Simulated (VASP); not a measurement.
Set up this calculation in VASP 6.6.1, as the native input.

| Quantity | Value |
| --- | --- |
| Task | density of states |
| Functional | PBEsol |
| Potentials or basis | VASP PAW PBE potentials, release 64 (Sb) |
| Cutoff | 400 eV |
| k mesh | 10 × 10 × 10 |
| Occupations | fermi-dirac, width 0.1 eV |
| Spin | no spin polarisation |
| Dipole correction | no |
| k mesh for the DOS | 15 × 15 × 15 |
| Occupations for the DOS | tetrahedron |
| Further INCAR settings | ALGO = Normal; EDIFF = 1e-06 |

Sb:

```
Sb
1.0
     0.00000    3.25316    3.25316
     3.25316    0.00000    3.25316
     3.25316    3.25316    0.00000
Sb
2
Direct
  0.87500 0.87500 0.87500
  0.12500 0.12500 0.12500
```

This cell differs from its parent crystal: volume scaled by 0.85.

The input as run:

POSCAR

```
Sb
1.0
    0.0000000000      3.2531631178      3.2531631178
    3.2531631178      0.0000000000      3.2531631178
    3.2531631178      3.2531631178      0.0000000000
Sb
2
Direct
   -0.1250000000     -0.1250000000     -0.1250000000
    0.1250000000      0.1250000000      0.1250000000
```

INCAR.step1

```
SYSTEM = Sb
  PREC = Accurate
  ENCUT = 400
  EDIFF = 1E-6
  ISMEAR = -1
  SIGMA = 0.1
  LREAL = .False.
  LASPH = .True.
  NELM = 120
  ALGO = Normal
  ISIF = 2
  LWAVE = .False.
  LCHARG = .True.
  GGA = PS
  NBANDS = 12
  GGA_COMPAT = .False.
  NEDOS = 2001
  LORBIT = 11
```

KPOINTS.step1

```
Automatic mesh
0
Gamma
  10 10 10
  0 0 0
```

INCAR.step2

```
SYSTEM = Sb
  PREC = Accurate
  ENCUT = 400
  EDIFF = 1E-6
  ISMEAR = -5
  SIGMA = 0.1
  LREAL = .False.
  LASPH = .True.
  NELM = 120
  ALGO = Normal
  ISIF = 2
  LWAVE = .False.
  LCHARG = .False.
  GGA = PS
  LORBIT = 11
  NEDOS = 2001
  ICHARG = 11
  GGA_COMPAT = .False.
```

KPOINTS.step2

```
Automatic mesh
0
Gamma
  15 15 15
  0 0 0
```

Potentials or basis: VASP PAW PBE potentials, release 64 (Sb).

Launch:

```console
$ cat potpaw_PBE.64/Sb/POTCAR > POTCAR
$ cp INCAR.step1 INCAR
$ cp KPOINTS.step1 KPOINTS
$ mpirun -np 1 vasp_std > vasp.out
$ cp INCAR.step2 INCAR
$ cp KPOINTS.step2 KPOINTS
$ mpirun -np 1 vasp_std > vasp.out
```

It gave:

| Quantity | Value |
| --- | --- |
| Valence electrons inside the program's atomic spheres | Sb 2.47 |

Caveat: spin-orbit coupling is left out, which moves the levels of the heavy elements.

Wall time 40 s on 1 thread of Intel(R) Xeon(R) Platinum 8488C (Sapphire Rapids), on a shared host, peak memory 0.18 GiB.
